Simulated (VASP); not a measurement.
# Ta (Im-3m) in VASP: single point with PBE

Aim: the single point of Ta with PBE.

All numbers are computed with VASP 6.6.1; they aren't measurements. Logs are shortened: lines on timing, memory, paths and dates and some standing lists are left out, and cuts for length are marked.

### Step 1. The cell of the first run

Symmetry: Im-3m, No. 229, cubic system. Conventional cell: a = 3.321 Å, b = 3.321 Å, c = 3.321 Å, α = 90.00°, β = 90.00°, γ = 90.00°. Within 3.8 Å of Ta (site symmetry m-3m) lie 14 Ta at 2.88 to 3.32 Å.

### Step 2. Single point, PBE

Contents of INCAR:

```
  PREC = Accurate
  ENCUT = 520
  EDIFF = 1E-7
  ISMEAR = 1
  SIGMA = 0.1
  LREAL = Auto
  LASPH = T
  NELM = 100
  ALGO = Normal
  ISIF = 2
  LWAVE = F
  LCHARG = F
  GGA = PE
  NBANDS = 198
```

Contents of KPOINTS:

```
Automatic mesh
0
Gamma
  2 2 2
```

Contents of POSCAR:

```
Ta
1.0
    0.0000000000      6.6414755518      6.6414755518
    6.6414755518      0.0000000000      6.6414755518
    6.6414755518      6.6414755518      0.0000000000
Ta
32
Direct
    0.0000000000      0.0000000000      0.0000000000
    0.1250000000      0.1250000000      0.1250000000
    0.2500000000      0.2500000000      0.2500000000
    0.3750000000      0.3750000000      0.3750000000
    0.0000000000      0.0000000000      0.5000000000
    0.1250000000      0.1250000000      0.6250000000
    0.2500000000      0.2500000000      0.7500000000
    0.3750000000      0.3750000000      0.8750000000
    0.0000000000      0.5000000000      0.0000000000
    0.1250000000      0.6250000000      0.1250000000
    0.2500000000      0.7500000000      0.2500000000
    0.3750000000      0.8750000000      0.3750000000
    0.0000000000      0.5000000000      0.5000000000
    0.1250000000      0.6250000000      0.6250000000
    0.2500000000      0.7500000000      0.7500000000
    0.3750000000      0.8750000000      0.8750000000
    0.5000000000      0.0000000000      0.0000000000
    0.6250000000      0.1250000000      0.1250000000
    0.7500000000      0.2500000000      0.2500000000
    0.8750000000      0.3750000000      0.3750000000
    0.5000000000      0.0000000000      0.5000000000
    0.6250000000      0.1250000000      0.6250000000
    0.7500000000      0.2500000000      0.7500000000
    0.8750000000      0.3750000000      0.8750000000
    0.5000000000      0.5000000000      0.0000000000
    0.6250000000      0.6250000000      0.1250000000
    0.7500000000      0.7500000000      0.2500000000
    0.8750000000      0.8750000000      0.3750000000
    0.5000000000      0.5000000000      0.5000000000
    0.6250000000      0.6250000000      0.6250000000
    0.7500000000      0.7500000000      0.7500000000
    0.8750000000      0.8750000000      0.8750000000
```

Potentials or basis: VASP PAW PBE potentials, release 64 (Ta_pv).

Run with:

```console
> cat potpaw_PBE.64/Ta_pv/POTCAR > POTCAR
> mpirun -np 1 vasp_std > vasp.out
```

OUTCAR:

```text
PREC = Accurate
   ENCUT = 520
   EDIFF = 1E-7
   ISMEAR = 1
   LREAL = Auto
   LASPH = T
   NELM = 100
   ISIF = 2
   GGA = PE

 ion  position               nearest neighbor table
   1  0.000  0.000  0.000-   2 2.88   6 2.88  10 2.88  16 2.88  18 2.88  24 2.88  28 2.88  32 2.88
                            19 3.32  23 3.32  15 3.32  27 3.32   7 3.32  11 3.32
   2  0.125  0.125  0.125-   1 2.88   3 2.88   5 2.88   7 2.88   9 2.88  11 2.88  17 2.88  19 2.88
                            16 3.32   8 3.32  12 3.32  20 3.32  24 3.32  28 3.32
   3  0.250  0.250  0.250-   2 2.88   4 2.88   6 2.88   8 2.88  10 2.88  12 2.88  18 2.88  20 2.88
                            13 3.32  17 3.32   5 3.32   9 3.32  21 3.32  25 3.32
   4  0.375  0.375  0.375-   3 2.88   7 2.88  11 2.88  13 2.88  19 2.88  21 2.88  25 2.88  29 2.88
                             6 3.32  10 3.32  22 3.32  14 3.32  26 3.32  18 3.32
   5  0.000  0.000  0.500-   2 2.88   6 2.88  12 2.88  14 2.88  20 2.88  22 2.88  28 2.88  32 2.88
                             3 3.32  11 3.32  23 3.32  15 3.32  31 3.32  19 3.32
   6  0.125  0.125  0.625-   1 2.88   3 2.88   5 2.88   7 2.88  13 2.88  15 2.88  21 2.88  23 2.88
                            16 3.32  20 3.32   4 3.32  12 3.32  24 3.32  32 3.32
   7  0.250  0.250  0.750-   2 2.88   4 2.88   6 2.88   8 2.88  14 2.88  16 2.88  22 2.88  24 2.88
                             9 3.32  17 3.32  21 3.32  13 3.32   1 3.32  29 3.32
   8  0.375  0.375  0.875-   3 2.88   7 2.88   9 2.88  15 2.88  17 2.88  23 2.88  25 2.88  29 2.88
                            18 3.32  22 3.32  14 3.32   2 3.32  10 3.32  30 3.32
   9  0.000  0.500  0.000-   2 2.88   8 2.88  10 2.88  14 2.88  20 2.88  24 2.88  26 2.88  32 2.88
[... 33 lines left out ...]
  26  0.625  0.625  0.125-   9 2.88  11 2.88  17 2.88  19 2.88  25 2.88  27 2.88  29 2.88  31 2.88
                            24 3.32  16 3.32   4 3.32  12 3.32  20 3.32  32 3.32
  27  0.750  0.750  0.250-  10 2.88  12 2.88  18 2.88  20 2.88  26 2.88  28 2.88  30 2.88  32 2.88
                            21 3.32  13 3.32  17 3.32  29 3.32   1 3.32   9 3.32
  28  0.875  0.875  0.375-   1 2.88   5 2.88  11 2.88  13 2.88  19 2.88  21 2.88  27 2.88  31 2.88
                             2 3.32  10 3.32  22 3.32  14 3.32  30 3.32  18 3.32
  29  0.500  0.500  0.500-   4 2.88   8 2.88  12 2.88  14 2.88  20 2.88  22 2.88  26 2.88  30 2.88
                             7 3.32  11 3.32  23 3.32  15 3.32  27 3.32  19 3.32
  30  0.625  0.625  0.625-  13 2.88  15 2.88  21 2.88  23 2.88  25 2.88  27 2.88  29 2.88  31 2.88
                            24 3.32  16 3.32  20 3.32  28 3.32   8 3.32  12 3.32
  31  0.750  0.750  0.750-  14 2.88  16 2.88  22 2.88  24 2.88  26 2.88  28 2.88  30 2.88  32 2.88
                             5 3.32  25 3.32   9 3.32  17 3.32  21 3.32  13 3.32
  32  0.875  0.875  0.875-   1 2.88   5 2.88   9 2.88  15 2.88  17 2.88  23 2.88  27 2.88  31 2.88
                            18 3.32  22 3.32  14 3.32  26 3.32   6 3.32  10 3.32

  LATTYP: Found a face centered cubic cell.
 ALAT       =    13.2829511036

  Lattice vectors:

 A1 = (   0.0000000000,   6.6414755518,   6.6414755518)
 A2 = (   6.6414755518,   0.0000000000,   6.6414755518)
 A3 = (   6.6414755518,   6.6414755518,   0.0000000000)

Analysis of symmetry for initial positions (statically):
=====================================================================
 Subroutine PRICEL returns following result:

  LATTYP: Found a body centered cubic cell.
 ALAT       =     3.3207377759

  Lattice vectors:

 A1 = (  -1.6603688879,  -1.6603688879,  -1.6603688879)
 A2 = (   1.6603688879,  -1.6603688879,   1.6603688879)
 A3 = (  -1.6603688879,   1.6603688879,   1.6603688879)

  32 primitive cells build up your supercell.

 Routine SETGRP: Setting up the symmetry group for a
 face centered cubic supercell.

 Subroutine GETGRP returns: Found 48 space group operations
 (whereof 48 operations were pure point group operations)
 out of a pool of 48 trial point group operations.

The static configuration has the point symmetry O_h .

Analysis of symmetry for dynamics (positions and initial velocities):
=====================================================================
 Subroutine PRICEL returns following result:

  LATTYP: Found a body centered cubic cell.
 ALAT       =     3.3207377759

  Lattice vectors:

 A1 = (  -1.6603688879,  -1.6603688879,  -1.6603688879)
 A2 = (   1.6603688879,  -1.6603688879,   1.6603688879)
 A3 = (  -1.6603688879,   1.6603688879,   1.6603688879)

  32 primitive cells build up your supercell.

 Routine SETGRP: Setting up the symmetry group for a
 face centered cubic supercell.
[... 33 lines left out ...]

 KPOINTS: Automatic mesh

Automatic generation of k-mesh.
 Grid dimensions read from file:
 generate k-points for:    2    2    2

 Generating k-lattice:

  Cartesian coordinates                     Fractional coordinates (reciprocal lattice)
    -0.037642237  0.037642237  0.037642237     0.500000000  0.000000000  0.000000000
     0.037642237 -0.037642237  0.037642237     0.000000000  0.500000000  0.000000000
     0.037642237  0.037642237 -0.037642237     0.000000000  0.000000000  0.500000000

  Length of vectors
     0.065198268  0.065198268  0.065198268

  Shift w.r.t. Gamma in fractional coordinates (k-lattice)
     0.000000000  0.000000000  0.000000000

 Subroutine IBZKPT returns following result:
 ===========================================

 Found      3 irreducible k-points:

 Following reciprocal coordinates:
            Coordinates               Weight
  0.000000  0.000000  0.000000      1.000000
  0.500000  0.000000  0.000000      4.000000
  0.500000  0.500000  0.000000      3.000000
   k-points           NKPTS =      3   k-points in BZ     NKDIM =      3   number of bands    NBANDS=    198
   number of dos      NEDOS =    301   number of ions     NIONS =     32
   total plane-waves  NPLWV = 343000
   dimension x,y,z NGX =    70 NGY =   70 NGZ =   70
   dimension x,y,z NGXF=   140 NGYF=  140 NGZF=  140
   ions per type =              32
   NGX,Y,Z   is equivalent  to a cutoff of  12.39, 12.39, 12.39 a.u.
   NGXF,Y,Z  is equivalent  to a cutoff of  24.78, 24.78, 24.78 a.u.
 SYSTEM =  unknown system
   PREC   = accura    normal or accurate (medium, high low for compatibility)
   ISTART =      0    job   : 0-new  1-cont  2-samecut
   ICHARG =      2    charge: 1-file 2-atom 10-const
   ISPIN  =      1    spin polarized calculation?
   LNONCOLLINEAR =      F non collinear calculations
   LSORBIT =      F    spin-orbit coupling
   LASPH  =      T    aspherical Exc in radial PAW
   ENCUT  =  520.0 eV  38.22 Ry    6.18 a.u.  17.46 17.46 17.46*2*pi/ulx,y,z
   NELM   =    100;   NELMIN=  2; NELMDL= -5     # of ELM steps
   EDIFF  = 0.1E-06   stopping-criterion for ELM
   LREAL  =      T    real-space projection
   EDIFFG = 0.1E-05   stopping-criterion for IOM
   NSW    =      0    number of steps for IOM
   IBRION =     -1    ionic relax: 0-MD 1-quasi-New 2-CG
   NFREE  =      0    steps in history (QN), initial steepest desc. (CG)
   ISIF   =      2    stress and relaxation
   ISYM   =      2    0-nonsym 1-usesym 2-fastsym
   POTIM  = 0.5000    time-step for ionic-motion
   TEBEG  =    0.0;   TEEND  =   0.0 temperature during run
   PSTRESS=    0.0 pullay stress
   NELECT =     352.0000    total number of electrons
   NUPDOWN=      -1.0000    fix difference up-down
   EMIN   =  10.00;   EMAX   =-10.00  energy-range for DOS
   EFERMI =   0.00;   METHOD = LEGACY
   ISMEAR =     1;   SIGMA  =   0.10  broadening in eV -4-tet -1-fermi 0-gaus
   EFERMI_NEDOS =   21; number of points for ismear=-14 and -15
   IALGO  =     38    algorithm
   IMIX   =      4    mixing-type and parameters
     AMIX     =   0.40;   BMIX     =  1.00
     AMIX_MAG =   1.60;   BMIX_MAG =  1.00
  volume/ion in A,a.u.               =      18.31       123.56
  Fermi-wavevector in a.u.,A,eV,Ry     =   1.381384  2.610438 25.962940  1.908222
  Thomas-Fermi vector in A             =   2.506173
   LORBIT       =      0    0 simple, 1 ext, 2 COOP (PROOUT), +10 PAW based schemes
   GGA     = PE    functional components
   LHFCALC =     F    Hartree Fock is set to
   AEXX    =    0.0000 exact exchange contribution
   IVDW    =     0    specifies the selected vdW correction
   LEPSILON=     F    determine dielectric tensor
   LRPA    =     F    only Hartree local field effects (RPA)
 non-spin polarized calculation
 Methfessel and Paxton  Order N= 1 SIGMA  =   0.10
  energy-cutoff  :      520.00
  volume of cell :      585.90
 maximum number of plane-waves:     15808
 NGX is ok and might be reduce to    70
   NGX = 35   NGY = 35   NGZ = 35

 number of electron     351.9999984 magnetization

 Free energy of the ion-electron system (eV)
  ---------------------------------------------------
  ext. energy  EPLUGINS =         0.00000000
  ---------------------------------------------------
  free energy    TOTEN  =      -377.54632134 eV

  energy without entropy =     -377.39083765  energy(sigma->0) =     -377.49449345

 E-fermi :   5.3211     XC(G=0): -12.5332

 val. band max:        5.3158933480   @ k =   0.5000   0.0000   0.0000
 cond. band min:       5.5499958991   @ k =   0.5000   0.0000   0.0000
 fundamental gap:      0.2341025511
 Fermi energy:         5.3210763081

 k-point     1 :       0.0000    0.0000    0.0000
  band No.  band energies     occupation
      1     -28.8875      2.00000
      2     -28.8875      2.00000
      3     -28.8875      2.00000
      4     -28.8875      2.00000
      5     -28.8875      2.00000
      6     -28.8875      2.00000
[... 562 lines left out ...]
    187       6.4665     -0.00000
    188       6.4665     -0.00000
 [bands above 188 left out]

------------------------ aborting loop because EDIFF is reached ----------------------------------------

  FORCE on cell =-STRESS in cart. coord.  units (eV):
  Direction    XX          YY          ZZ          XY          YZ          ZX
  --------------------------------------------------------------------------------------
  -------------------------------------------------------------------------------------
  Total       -2.1077100     -2.1077100     -2.1077100     -0.0000000     -0.0000000      0.0000000
  in kB       -5.7636514     -5.7636514     -5.7636514     -0.0000000     -0.0000000      0.0000000
  external PRESSURE =      -5.7636514 kB  Pullay stress =       0.0000000 kB

 VOLUME and BASIS-vectors are now :
 -----------------------------------------------------------------------------
  energy-cutoff  :      520.00
  volume of cell :      585.90
      direct lattice vectors                 reciprocal lattice vectors
     0.000000000  6.641475552  6.641475552    -0.075284475  0.075284475  0.075284475
     6.641475552  0.000000000  6.641475552     0.075284475 -0.075284475  0.075284475
     6.641475552  6.641475552  0.000000000     0.075284475  0.075284475 -0.075284475

 POSITION                                       TOTAL-FORCE (eV/Angst)
 -----------------------------------------------------------------------------------
      0.00000      0.00000      0.00000         0.000000      0.000000      0.000000
      1.66037      1.66037      1.66037        -0.000000      0.000000     -0.000000
      3.32074      3.32074      3.32074        -0.000000     -0.000000     -0.000000
      4.98111      4.98111      4.98111         0.000000     -0.000000     -0.000000
      3.32074      3.32074      0.00000        -0.000000      0.000000      0.000000
      4.98111      4.98111      1.66037         0.000000      0.000000      0.000000
[... 24 lines left out ...]
      9.96221      9.96221      9.96221         0.000000      0.000000      0.000000
     11.62258     11.62258     11.62258        -0.000000     -0.000000     -0.000000
 -----------------------------------------------------------------------------------
    total drift:                                0.000000      0.000000      0.000000

  FREE ENERGIE OF THE ION-ELECTRON SYSTEM (eV)
  ---------------------------------------------------
  free  energy   TOTEN  =      -377.5463213427 eV

  energy  without entropy=     -377.3908376524  energy(sigma->0) =     -377.49449345
```

Wall time 15 min (1 thread of Intel Xeon Platinum 8488C (Sapphire Rapids), shared host); peak memory 0.79 GiB.

Results:

| Property | Result |
| --- | --- |
| Free energy | -377.5463 eV |
| Pressure | -0.6 GPa |
| Band gap on the k mesh | zero (band 176 reaches 5.32 eV, above the bottom of band 177 at 4.47 eV) |

Levels at points of the mesh, in eV from the Fermi level:
```tsv
k point	band 175	band 176	band 177	band 178	band 179	band 180	band 181	band 182
(0.00, 0.00, 0.00)	-0.85	-0.85	-0.85	0.77	0.77	0.77	1.28	1.28
(0.50, 0.00, 0.00)	-0.01	-0.01	-0.01	-0.01	-0.01	-0.01	0.23	0.23
(0.50, 0.50, 0.00)	-0.04	-0.04	-0.04	-0.04	0.28	0.28	0.28	0.28
```

Caveat: the k points lie up to 0.41 Å⁻¹ apart; spin-orbit coupling is left out, which moves the levels of the heavy elements.
